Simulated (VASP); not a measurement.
Set up this calculation in VASP 6.6.1, as the native input.

```yaml
Task: single point
Functional: HSE06
Potentials_or_basis: VASP PAW PBE potentials, release 64 (Ag, Cl)
Cutoff: 520 eV
k_mesh: 6 × 6 × 6
Occupations: gaussian, width 0.01 eV
Spin: no spin polarisation
Dipole_correction: no
Grid_for_exact_exchange_PRECFOCK: Normal
Further_INCAR_settings: ALGO = Normal; EDIFF = 1e-06; NBANDS = 16
Share_of_exact_exchange: 0.25
Screening_parameter: 0.2079 1/Å
```

The system is AgCl.

```xyz
2
Lattice="0.0000 2.7593 2.7593 2.7593 0.0000 2.7593 2.7593 2.7593 0.0000" Properties=species:S:1:pos:R:3 pbc="T T T"
Ag    0.0000    0.0000    0.0000
Cl    2.7593    2.7593    2.7593
```

This cell differs from its parent crystal: strain -0.5%.

One way to write it, as run:

POSCAR

```
AgCl
1.0
    0.0000000000      2.7593178950      2.7593178950
    2.7593178950      0.0000000000      2.7593178950
    2.7593178950      2.7593178950      0.0000000000
Ag Cl
1 1
Direct
    0.0000000000      0.0000000000      0.0000000000
    0.5000000000      0.5000000000      0.5000000000
```

INCAR.step1

```
SYSTEM = AgCl
PREC = Accurate
ENCUT = 520
EDIFF = 1E-5
ISMEAR = 0
SIGMA = 0.01
LREAL = .False.
LASPH = .True.
NELM = 100
ALGO = Normal
ISIF = 2
LWAVE = .True.
LCHARG = .False.
NBANDS = 16
GGA = PE
```

INCAR.step2

```
SYSTEM = AgCl
PREC = Accurate
ENCUT = 520
EDIFF = 1E-6
ISMEAR = 0
SIGMA = 0.01
LREAL = .False.
LASPH = .True.
NELM = 100
ALGO = Normal
ISIF = 2
LWAVE = .False.
LCHARG = .False.
GGA = PE
LHFCALC = .True.
HFSCREEN = 0.2079
PRECFOCK = Normal
NBANDS = 16
ISTART = 1
```

KPOINTS

```
regular mesh
0
Gamma
  6 6 6
  0 0 0
```

Potentials or basis: VASP PAW PBE potentials, release 64 (Ag, Cl).

Run with:

```sh
$ cat potpaw_PBE.64/Ag/POTCAR potpaw_PBE.64/Cl/POTCAR > POTCAR
$ cp INCAR.step1 INCAR
$ mpirun -np 1 vasp_std > vasp.out
$ cp INCAR.step2 INCAR
$ mpirun -np 1 vasp_std > vasp.out
```

It gave:

The pressure is 2.0 GPa and the band gap on the k mesh is 2.39 eV (least direct gap 4.69 eV).

Caveat: the cell differs from its parent crystal (strain -0.5%); the PAW data sets were made with another functional, which shifts forces and pressure a little.

It took 32 min on 1 thread of Intel(R) Xeon(R) Platinum 8375C CPU @ 2.90GHz (Ice Lake), on a shared host, peak memory 0.28 GiB.
